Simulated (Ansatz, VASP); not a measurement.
Two plane-wave programs on Al

```
Al
1.0
    -0.02024    2.01386    2.01386
     2.01386   -0.02024    2.01386
     2.01386    2.01386   -0.02024
Al
1
Direct
  0.00000 0.00000 0.00000
```

Change from the starting cell: equal xy, yz and zx shear strains of -1 %, PAW files.

Alike in both runs: task electric field gradients; functional LDA; k mesh 17 × 17 × 17; occupations fermi-dirac, width 0.03 eV; no spin polarisation.

|  | VASP | Ansatz |
| --- | --- | --- |
| version | VASP 6.6.1 | Ansatz 0.2.0 |
| potentials or method | VASP PAW LDA potentials, release 64 (Al) | PAW with Ansatz's default frozen-core files, scalar-relativistic |
| plane-wave cutoff (eV) | 520 | 420 |
| valence electrons in the cell | 3 | 3 |

|  | VASP | Ansatz | Ansatz less VASP |
| --- | --- | --- | --- |
| pressure (GPa) | -3.6 | -3.6 | -0.04 |
| traceless stress, the component that is largest in VASP (GPa) | 0.29 | 0.29 | -0.003 |
| size of Vzz on the site where it differs most (V/Å²) | 1.8 | 1.7 | -0.09 |

LDA's correlation is that of Perdew and Zunger in VASP and of Perdew and Wang (1992) in Ansatz.
